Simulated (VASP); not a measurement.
Write the native input for VASP 6.6.1 that does the following.

```yaml
Task: single point
Functional: PBEsol
Potentials_or_basis: VASP PAW PBE potentials, release 64 (Zn, O)
Cutoff: 520 eV
k_mesh: 5 × 3 × 4
Occupations: gaussian, width 0.15 eV
Spin: no spin polarisation
Dipole_correction: no
Further_INCAR_settings: ALGO = Normal; EDIFF = 1e-06; NBANDS = 87
```

The structure of Zn12O (a cell with a defect) lies in POSCAR:

```
Zn12O
1.0
    5.3200000000      0.0000000000      0.0000000000
   -3.9900000000      6.9108830000      0.0000000000
    0.0000000000      0.0000000000      4.9369600000
Zn O
12 1
Direct
   -0.0006567279      0.0040439116      0.0076069079
    0.1770816551      0.2218427081      0.4776133491
   -0.0051010473      0.3385334407      0.0455999238
    0.1083712598      0.5189714542      0.5882427648
    0.0072754328      0.6839406773     -0.0227461839
    0.1638532134      0.8830887457      0.4918721237
    0.5016394637      0.0063659014      0.0038957172
    0.6448061612      0.2096829016      0.5026188181
    0.4903477012      0.3353791404     -0.0457113284
    0.7032163279      0.5316197655      0.4025738511
    0.4981782604      0.6735845477      0.0139758070
    0.7085878555      0.9322672660      0.5349636213
    0.4965645078      0.6650734790      0.4662314461
```

One way to write it, as run:

INCAR

```
PREC = Accurate ; ENCUT = 520
EDIFF = 1E-6 ; ISMEAR = 0
SIGMA = 0.15 ; LREAL = False
LASPH = True ; NELM = 60
ALGO = Normal ; ISIF = 2
LWAVE = False ; LCHARG = False
GGA = PS ; NBANDS = 87
```

KPOINTS

```
Automatic mesh
0
Gamma
  5 3 4
```

Potentials or basis: VASP PAW PBE potentials, release 64 (Zn, O).

Run with:

```console
$ cat potpaw_PBE.64/Zn/POTCAR potpaw_PBE.64/O/POTCAR > POTCAR
$ mpirun -np 1 vasp_std > vasp.out
```

Results of the run:

```yaml
Pressure: 2.2 GPa
Largest_force: 0.484 eV/Å
Band_gap_on_the_k_mesh: zero (bands 75 and 76 overlap by 0.92 eV)
```

Caveat: the PAW data sets were made with another functional, which shifts forces and pressure a little.

Run time: 10 min on 1 thread of Intel(R) Xeon(R) Platinum 8375C CPU @ 2.90GHz (Ice Lake), with other jobs on the host, peak memory 0.51 GiB.
